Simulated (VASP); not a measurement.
Here is a VASP 6.6.1 calculation.

POSCAR

```
KTaO3
1.0
    4.3326767065      0.0000000000      0.0000000000
    0.0000000000      4.3326767065      0.0000000000
    0.0000000000      0.0000000000      3.3794878311
K Ta O
1 1 3
Direct
    0.5000000000      0.5000000000      0.5000000000
    0.0000000000      0.0000000000      0.0000000000
    0.5000000000      0.0000000000      0.0000000000
    0.0000000000      0.5000000000      0.0000000000
    0.0000000000      0.0000000000      0.5000000000
```

INCAR.step1

```
ALGO     = Normal         # electronic algorithm
EDIFF    = 1E-4           # SCF threshold, eV
ENCUT    = 520            # plane-wave cutoff, eV
GGA      = PE             # functional
ISMEAR   = 0              # smearing method
LASPH    = True           # aspherical terms in the spheres
LCHARG   = False          # write CHGCAR
LREAL    = False          # projectors in reciprocal space
LWAVE    = True           # write WAVECAR
NBANDS   = 27             # bands
NELM     = 60             # most SCF steps
PREC     = Accurate       # precision mode
SIGMA    = 0.05           # smearing width, eV
```

Contents of INCAR.step2:

```
ALGO     = Normal         # electronic algorithm
EDIFF    = 1E-6           # SCF threshold, eV
ENCUT    = 520            # plane-wave cutoff, eV
ISIF     = 2              # what is computed and relaxed
ISMEAR   = 0              # smearing method
ISTART   = 1            
LASPH    = True           # aspherical terms in the spheres
LCHARG   = True           # write CHGCAR
LELF     = True           # ELF
LMIXTAU  = True         
LREAL    = False          # projectors in reciprocal space
LVHAR    = True         
LWAVE    = False          # write WAVECAR
METAGGA  = R2SCAN         # meta-GGA
NBANDS   = 27             # bands
NELM     = 60             # most SCF steps
PREC     = Accurate       # precision mode
SIGMA    = 0.05           # smearing width, eV
```

The input KPOINTS:

```
k-points
0
Gamma
  6 6 6
```

Potentials or basis: VASP PAW PBE potentials, release 64 (K_sv, Ta_pv, O).

Run with:

```bash
$ cat potpaw_PBE.64/K_sv/POTCAR potpaw_PBE.64/Ta_pv/POTCAR potpaw_PBE.64/O/POTCAR > POTCAR
$ cp INCAR.step1 INCAR
$ mpirun -np 1 vasp_std > vasp.out
$ cp INCAR.step2 INCAR
$ mpirun -np 1 vasp_std > vasp.out
```

Task: Predict the band gap on the k mesh.

Result: 2.00 eV, indirect (least direct gap 2.17 eV).

Task: Estimate the pressure.

Result: 28.5 GPa.

Stress tensor (GPa, compression positive):
```
-21.42   0.00   0.00
  0.00 -21.42   0.00
  0.00   0.00 128.30
```

Caveat: the PAW data sets were made with another functional, which shifts forces and pressure a little; spin-orbit coupling is left out, which moves the levels of the heavy elements. A k mesh can miss the band edges.
